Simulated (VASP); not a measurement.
# Ni3Ge (Pm-3m) in VASP: further runs, part 2 of 2

VASP 6.6.1. The steps go on from the part before.

### 4 Single point, PBEsol

This run uses another cell than the first one, of 10.97 Å³/atom.

The input, INCAR:

```
SYSTEM = Ni3Ge
  ALGO = Normal
  EDIFF = 1E-6
  ENCUT = 520
  GGA = PS
  ISIF = 2
  ISMEAR = -1
  LASPH = .TRUE.
  LCHARG = .FALSE.
  LREAL = .FALSE.
  LWAVE = .FALSE.
  NBANDS = 30
  NELM = 60
  PREC = Accurate
  SIGMA = 0.15
```

The input, KPOINTS:

```
k-points
0
G
  12 12 12
  0 0 0
```

The input, POSCAR:

```
Ni3Ge
1.0
    3.5269858132      0.0000000000      0.0000000000
    0.0000000000      3.5269858132      0.0000000000
    0.0000000000      0.0000000000      3.5269858132
Ni Ge
3 1
Direct
    0.5000000000      0.0000000000      0.5000000000
    0.0000000000      0.5000000000      0.5000000000
    0.5000000000      0.5000000000      0.0000000000
    0.0000000000      0.0000000000      0.0000000000
```

Potentials or basis: VASP PAW PBE potentials, release 64 (Ni, Ge_d).

The run is started by

```sh
> cat potpaw_PBE.64/Ni/POTCAR potpaw_PBE.64/Ge_d/POTCAR > POTCAR
> mpirun -np 1 vasp_std > vasp.out
```

OUTCAR:

```text
SYSTEM = Ni3Ge
   EDIFF = 1E-6
   ENCUT = 520
   GGA = PS
   ISIF = 2
   ISMEAR = -1
   LASPH = .TRUE.
   LREAL = .FALSE.
   NELM = 60
   PREC = Accurate

 ion  position               nearest neighbor table
   1  0.500  0.000  0.500-   2 2.49   3 2.49   4 2.49   3 2.49   4 2.49   2 2.49   3 2.49   3 2.49
                             2 2.49   4 2.49   4 2.49   2 2.49
   2  0.000  0.500  0.500-   1 2.49   3 2.49   4 2.49   3 2.49   4 2.49   1 2.49   4 2.49   4 2.49
                             1 2.49   3 2.49   3 2.49   1 2.49
   3  0.500  0.500  0.000-   1 2.49   2 2.49   4 2.49   1 2.49   2 2.49   1 2.49   4 2.49   1 2.49
                             2 2.49   4 2.49   2 2.49   4 2.49
   4  0.000  0.000  0.000-   1 2.49   2 2.49   3 2.49   1 2.49   2 2.49   2 2.49   3 2.49   2 2.49
                             1 2.49   3 2.49   1 2.49   3 2.49

  LATTYP: Found a simple cubic cell.
 ALAT       =     3.5269858132

  Lattice vectors:

 A1 = (   3.5269858132,   0.0000000000,   0.0000000000)
 A2 = (   0.0000000000,   3.5269858132,   0.0000000000)
 A3 = (   0.0000000000,   0.0000000000,   3.5269858132)

Analysis of symmetry for initial positions (statically):
=====================================================================
 Subroutine PRICEL returns:
 Original cell was already a primitive cell.

 Routine SETGRP: Setting up the symmetry group for a
 simple cubic supercell.

 Subroutine GETGRP returns: Found 48 space group operations
 (whereof 48 operations were pure point group operations)
 out of a pool of 48 trial point group operations.

The static configuration has the point symmetry O_h .

Analysis of symmetry for dynamics (positions and initial velocities):
=====================================================================
 Subroutine PRICEL returns:
 Original cell was already a primitive cell.

 Routine SETGRP: Setting up the symmetry group for a
[... 127 lines left out ...]
   IALGO  =     38    algorithm
   IMIX   =      4    mixing-type and parameters
     AMIX     =   0.40;   BMIX     =  1.00
     AMIX_MAG =   1.60;   BMIX_MAG =  1.00
  volume/ion in A,a.u.               =      10.97        74.02
  Fermi-wavevector in a.u.,A,eV,Ry     =   1.638659  3.096617 36.534424  2.685204
  Thomas-Fermi vector in A             =   2.729595
   LORBIT       =      0    0 simple, 1 ext, 2 COOP (PROOUT), +10 PAW based schemes
   GGA     = PS    functional components
   LHFCALC =     F    Hartree Fock is set to
   AEXX    =    0.0000 exact exchange contribution
   IVDW    =     0    specifies the selected vdW correction
   LEPSILON=     F    determine dielectric tensor
   LRPA    =     F    only Hartree local field effects (RPA)
 non-spin polarized calculation
  energy-cutoff  :      520.00
  volume of cell :       43.87
 maximum number of plane-waves:      1213
 NGX is ok and might be reduce to    28
   NGX = 13   NGY = 13   NGZ = 13

 number of electron      43.9999971 magnetization

 Free energy of the ion-electron system (eV)
  ---------------------------------------------------
  ext. energy  EPLUGINS =         0.00000000
  ---------------------------------------------------
  free energy    TOTEN  =       -24.81751901 eV

  energy without entropy =      -24.64596423  energy(sigma->0) =      -24.73174162

 E-fermi :  10.3286     XC(G=0): -13.6678

 val. band max:       10.2991702462   @ k =   0.5000   0.4167   0.3333
 cond. band min:      10.3664213969   @ k =   0.4167   0.4167   0.3333
 fundamental gap:      0.0672511508
 Fermi energy:        10.3285540311

 k-point     1 :       0.0000    0.0000    0.0000
  band No.  band energies     occupation
      1     -14.3297      2.00000
      2     -14.3297      2.00000
      3     -14.3148      2.00000
      4     -14.3148      2.00000
      5     -14.3148      2.00000
      6      -2.3379      2.00000
[... 781 lines left out ...]
     29      20.1200      0.00000
     30      21.1746      0.00000

 [... further k-points ...]

------------------------ aborting loop because EDIFF is reached ----------------------------------------

  FORCE on cell =-STRESS in cart. coord.  units (eV):
  Direction    XX          YY          ZZ          XY          YZ          ZX
  --------------------------------------------------------------------------------------
  -------------------------------------------------------------------------------------
  Total        0.0971265      0.0971265      0.0971265     -0.0000000     -0.0000000      0.0000000
  in kB        3.5468046      3.5468046      3.5468046     -0.0000000     -0.0000000      0.0000000
  external PRESSURE =       3.5468046 kB  Pullay stress =       0.0000000 kB

 VOLUME and BASIS-vectors are now :
 -----------------------------------------------------------------------------
  energy-cutoff  :      520.00
  volume of cell :       43.87
      direct lattice vectors                 reciprocal lattice vectors
     3.526985813  0.000000000  0.000000000     0.283528217  0.000000000  0.000000000
     0.000000000  3.526985813  0.000000000     0.000000000  0.283528217  0.000000000
     0.000000000  0.000000000  3.526985813     0.000000000  0.000000000  0.283528217

 POSITION                                       TOTAL-FORCE (eV/Angst)
 -----------------------------------------------------------------------------------
      1.76349      0.00000      1.76349         0.000000      0.000000      0.000000
      0.00000      1.76349      1.76349         0.000000      0.000000      0.000000
      1.76349      1.76349      0.00000         0.000000      0.000000      0.000000
      0.00000      0.00000      0.00000         0.000000      0.000000      0.000000
 -----------------------------------------------------------------------------------
    total drift:                                0.000000      0.000000      0.000000

  FREE ENERGIE OF THE ION-ELECTRON SYSTEM (eV)
  ---------------------------------------------------
  free  energy   TOTEN  =       -24.8175190052 eV

  energy  without entropy=      -24.6459642294  energy(sigma->0) =      -24.73174162
```

Run time: 51 s. Hardware: 1 thread of AMD EPYC 9R45 (Zen 5), shared host; peak memory 0.19 GiB.

What came out:

| Item | Value |
| --- | --- |
| Free energy | -24.8175 eV |
| Pressure | 0.4 GPa |
| Band gap on the k mesh | zero (bands 22 and 23 overlap by 0.23 eV) |

Levels at points of the mesh, in eV from the Fermi level:
| k point | band 18 | band 19 | band 20 | band 21 | band 22 | band 23 | band 24 | band 25 | band 26 | band 27 |
| --- | --- | --- | --- | --- | --- | --- | --- | --- | --- | --- |
| (0.00, 0.00, 0.00) | -1.06 | -0.69 | -0.69 | -0.39 | -0.08 | -0.08 | -0.08 | 3.90 | 6.81 | 6.81 |
| (0.50, 0.00, 0.00) | -1.41 | -1.36 | -1.25 | -0.64 | -0.08 | 3.54 | 3.54 | 4.61 | 5.69 | 5.69 |
| (0.50, 0.50, 0.00) | -1.51 | -1.31 | -1.21 | -1.05 | -1.05 | 0.53 | 0.53 | 5.64 | 6.39 | 8.59 |
| (0.50, 0.50, 0.50) | -1.44 | -1.27 | -1.27 | -0.63 | -0.31 | -0.31 | -0.31 | 0.61 | 4.13 | 4.13 |

Caveat: the PAW data sets were made with another functional, which shifts forces and pressure a little. Spin polarisation is off, so any magnetic state and its effect on volume and gap are missing.

### 5 Single point, PBEsol (11.19 Å³/atom)

This run uses another cell than the first one, of 11.19 Å³/atom.

The input, INCAR:

```
SYSTEM = Ni3Ge
ALGO = Normal
EDIFF = 1E-6
ENCUT = 520
GGA = PS
ISIF = 2
ISMEAR = -1
LASPH = .True.
LCHARG = .True.
LELF = .True.
LREAL = .False.
LVHAR = .True.
LWAVE = .False.
NBANDS = 30
NELM = 60
PREC = Accurate
SIGMA = 0.15
```

The input, KPOINTS:

```
k-points
0
Gamma
  12 12 12
  0 0 0
```

The input, POSCAR:

```
Ni3Ge
1.0
    3.5503440159      0.0000000000      0.0000000000
    0.0000000000      3.5503440159      0.0000000000
    0.0000000000      0.0000000000      3.5503440159
Ni Ge
3 1
Direct
    0.5000000000      0.0000000000      0.5000000000
    0.0000000000      0.5000000000      0.5000000000
    0.5000000000      0.5000000000      0.0000000000
    0.0000000000      0.0000000000      0.0000000000
```

Potentials or basis: VASP PAW PBE potentials, release 64 (Ni, Ge_d).

The run is started by

```sh
> cat potpaw_PBE.64/Ni/POTCAR potpaw_PBE.64/Ge_d/POTCAR > POTCAR
> mpirun -np 1 vasp_std > vasp.out
```

OUTCAR:

```text
SYSTEM = Ni3Ge
   EDIFF = 1E-6
   ENCUT = 520
   GGA = PS
   ISIF = 2
   ISMEAR = -1
   LASPH = .True.
   LREAL = .False.
   NELM = 60
   PREC = Accurate

 ion  position               nearest neighbor table
   1  0.500  0.000  0.500-   2 2.51   3 2.51   4 2.51   3 2.51   4 2.51   2 2.51   3 2.51   3 2.51
                             2 2.51   4 2.51   4 2.51   2 2.51
   2  0.000  0.500  0.500-   1 2.51   3 2.51   4 2.51   3 2.51   4 2.51   1 2.51   4 2.51   4 2.51
                             1 2.51   3 2.51   3 2.51   1 2.51
   3  0.500  0.500  0.000-   1 2.51   2 2.51   4 2.51   1 2.51   2 2.51   1 2.51   4 2.51   1 2.51
                             2 2.51   4 2.51   2 2.51   4 2.51
   4  0.000  0.000  0.000-   1 2.51   2 2.51   3 2.51   1 2.51   2 2.51   2 2.51   3 2.51   2 2.51
                             1 2.51   3 2.51   1 2.51   3 2.51

  LATTYP: Found a simple cubic cell.
 ALAT       =     3.5503440159

  Lattice vectors:

 A1 = (   3.5503440159,   0.0000000000,   0.0000000000)
 A2 = (   0.0000000000,   3.5503440159,   0.0000000000)
 A3 = (   0.0000000000,   0.0000000000,   3.5503440159)

[... 177 lines left out ...]

 E-fermi :  10.0363     XC(G=0): -13.5497

 val. band max:       10.0082151936   @ k =   0.5000   0.4167   0.3333
 cond. band min:      10.0734620920   @ k =   0.4167   0.4167   0.3333
 fundamental gap:      0.0652468984
 Fermi energy:        10.0362738522

 k-point     1 :       0.0000    0.0000    0.0000
  band No.  band energies     occupation
      1     -14.6050      2.00000
      2     -14.6050      2.00000
      3     -14.5914      2.00000
      4     -14.5914      2.00000
      5     -14.5914      2.00000
      6      -2.4637      2.00000
[... 781 lines left out ...]
     29      19.6641      0.00000
     30      20.6950      0.00000

 [... further k-points ...]

------------------------ aborting loop because EDIFF is reached ----------------------------------------

  FORCE on cell =-STRESS in cart. coord.  units (eV):
  Direction    XX          YY          ZZ          XY          YZ          ZX
  --------------------------------------------------------------------------------------
  -------------------------------------------------------------------------------------
  Total       -1.0345256     -1.0345256     -1.0345256      0.0000000     -0.0000000      0.0000000
  in kB      -37.0374018    -37.0374018    -37.0374018      0.0000000     -0.0000000      0.0000000
  external PRESSURE =     -37.0374018 kB  Pullay stress =       0.0000000 kB

 VOLUME and BASIS-vectors are now :
 -----------------------------------------------------------------------------
  energy-cutoff  :      520.00
  volume of cell :       44.75
      direct lattice vectors                 reciprocal lattice vectors
     3.550344016  0.000000000  0.000000000     0.281662846  0.000000000  0.000000000
     0.000000000  3.550344016  0.000000000     0.000000000  0.281662846  0.000000000
     0.000000000  0.000000000  3.550344016     0.000000000  0.000000000  0.281662846

 POSITION                                       TOTAL-FORCE (eV/Angst)
 -----------------------------------------------------------------------------------
      1.77517      0.00000      1.77517         0.000000      0.000000      0.000000
      0.00000      1.77517      1.77517         0.000000      0.000000      0.000000
      1.77517      1.77517      0.00000         0.000000      0.000000      0.000000
      0.00000      0.00000      0.00000         0.000000      0.000000      0.000000
 -----------------------------------------------------------------------------------
    total drift:                                0.000000      0.000000      0.000000

  FREE ENERGIE OF THE ION-ELECTRON SYSTEM (eV)
  ---------------------------------------------------
  free  energy   TOTEN  =       -24.8074633796 eV

  energy  without entropy=      -24.6298421709  energy(sigma->0) =      -24.71865278
```

OSZICAR:

```text
N       E                     dE             d eps       ncg     rms          rms(c)
DAV:   1     0.312144617098E+03    0.31214E+03   -0.19955E+04  5630   0.331E+03
DAV:   2     0.107226173293E+02   -0.30142E+03   -0.28662E+03  5040   0.539E+02
DAV:   3    -0.272117172678E+02   -0.37934E+02   -0.37115E+02  5406   0.164E+02
DAV:   4    -0.283792551843E+02   -0.11675E+01   -0.11661E+01  5772   0.329E+01
DAV:   5    -0.284030358286E+02   -0.23781E-01   -0.23780E-01  6574   0.410E+00    0.186E+01
DAV:   6    -0.279027920822E+02    0.50024E+00   -0.33819E+01  5880   0.833E+01    0.156E+01
DAV:   7    -0.248938304316E+02    0.30090E+01   -0.13357E+01  5648   0.489E+01    0.347E+00
DAV:   8    -0.248185040170E+02    0.75326E-01   -0.39607E-01  5914   0.534E+00    0.965E-01
DAV:   9    -0.248090972490E+02    0.94068E-02   -0.19675E-02  6600   0.161E+00    0.327E-01
DAV:  10    -0.248074742763E+02    0.16230E-02   -0.22058E-03  6878   0.533E-01    0.908E-02
DAV:  11    -0.248074678705E+02    0.64058E-05   -0.20813E-04  5770   0.119E-01    0.371E-02
DAV:  12    -0.248074630535E+02    0.48170E-05   -0.22286E-05  6086   0.709E-02    0.692E-03
DAV:  13    -0.248074633796E+02   -0.32611E-06   -0.21163E-06  4858   0.146E-02
   1 F= -.24807463E+02 E0= -.24718653E+02  d E =-.177621E+00
```

stdout:

```text
POSCAR found type information on POSCAR NiGe
 POSCAR found :  2 types and       4 ions
 scaLAPACK will be used
 -----------------------------------------------------------------------------
|                                                                             |
|                                                                             |
|     You enforced a specific xc type in the INCAR file but a different       |
|     I HOPE YOU KNOW WHAT YOU ARE DOING!                                     |
|                                                                             |
 -----------------------------------------------------------------------------

 LDA part: xc-table for (Slater+PW92), standard interpolation
 POSCAR, INCAR and KPOINTS ok, starting setup
 FFT: planning ... GRIDC
 FFT: planning ... GRID_SOFT
 FFT: planning ... GRID
 WAVECAR not read
 entering main loop
```

Run time: 52 s. Hardware: 1 thread of AMD EPYC 9R45 (Zen 5), shared host; peak memory 0.2 GiB.

Results:

| Item | Value |
| --- | --- |
| Free energy | -24.8075 eV |
| Pressure | -3.7 GPa |
| Band gap on the k mesh | zero (bands 22 and 23 overlap by 0.22 eV) |

Levels at points of the mesh, in eV from the Fermi level:
| k point | band 18 | band 19 | band 20 | band 21 | band 22 | band 23 | band 24 | band 25 | band 26 | band 27 |
| --- | --- | --- | --- | --- | --- | --- | --- | --- | --- | --- |
| (0.00, 0.00, 0.00) | -1.03 | -0.68 | -0.68 | -0.39 | -0.08 | -0.08 | -0.08 | 3.72 | 6.70 | 6.70 |
| (0.50, 0.00, 0.00) | -1.38 | -1.32 | -1.21 | -0.63 | -0.08 | 3.47 | 3.47 | 4.45 | 5.62 | 5.62 |
| (0.50, 0.50, 0.00) | -1.47 | -1.28 | -1.18 | -1.03 | -1.02 | 0.51 | 0.51 | 5.53 | 6.28 | 8.49 |
| (0.50, 0.50, 0.50) | -1.41 | -1.24 | -1.24 | -0.59 | -0.31 | -0.31 | -0.31 | 0.54 | 4.04 | 4.04 |

Caveat: the cell stands under tension; the PAW data sets were made with another functional, which shifts forces and pressure a little.

### 6 Summary

| cell | smearing | gap on the mesh (eV) | pressure (GPa) |
| --- | --- | --- | --- |
| a = 3.503 Å, 4 atoms | fermi-dirac 0.15 eV | none | 4.9 |
| a = 3.525 Å, 4 atoms | gaussian 0.1 eV | none | 0.4 |
| a = 3.527 Å, 4 atoms | fermi-dirac 0.15 eV | none | 0.4 |
| a = 3.550 Å, 4 atoms | fermi-dirac 0.15 eV | none | -3.7 |

Alike in all rows: task single point; level PBEsol; potentials or basis VASP PAW PBE potentials, release 64 (Ni, Ge_d); no spin polarisation; k mesh 12 × 12 × 12; cutoff (eV) 520.

Caveats: the PAW data sets were made with another functional, which shifts forces and pressure a little; the cell stands under pressure (at least some runs); the cell stands under tension (at least some runs).

Total energies depend on the potentials used, so only differences within one code and one set of settings carry meaning.
